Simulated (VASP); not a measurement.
Crystal: MgO.

```xyz
4
Lattice="3.3151 0.0000 0.0000 -1.6575 2.8709 0.0000 0.0000 0.0000 5.1182" Properties=species:S:1:pos:R:3 pbc="T T T"
Mg    0.0000    1.9140    0.0317
Mg    1.6575    0.9570    2.5908
O     0.0000    1.9140    2.0391
O     1.6575    0.9570    4.5983
```

Base run:

```yaml
Program: VASP 6.6.1
Functional: PBEsol
Potentials_or_basis: VASP PAW PBE potentials, release 64 (Mg, O)
Cutoff: 520 eV
k_mesh: 12 × 12 × 6
Occupations: gaussian, width 0.02 eV
Spin: no spin polarisation
```

Its results: band gap on the k mesh 3.28 eV; pressure -3.1 GPa; largest force 0.005 eV/Å.

Task: The run is repeated on the same cell with these changes: functional from PBEsol to PBE; further incar settings from ALGO = Normal; EDIFF = 1e-06; NBANDS = 16 to ALGO = Normal; EDIFF = 1e-07; NBANDS = 16. What comes out?

Result: Band gap on the k mesh 3.39 eV; pressure -0.4 GPa; largest force 0.004 eV/Å.

Caveats: the cell stands under tension (at least some runs); the PAW data sets were made with another functional, which shifts forces and pressure a little (at least some runs).

A k mesh can miss the band edges.
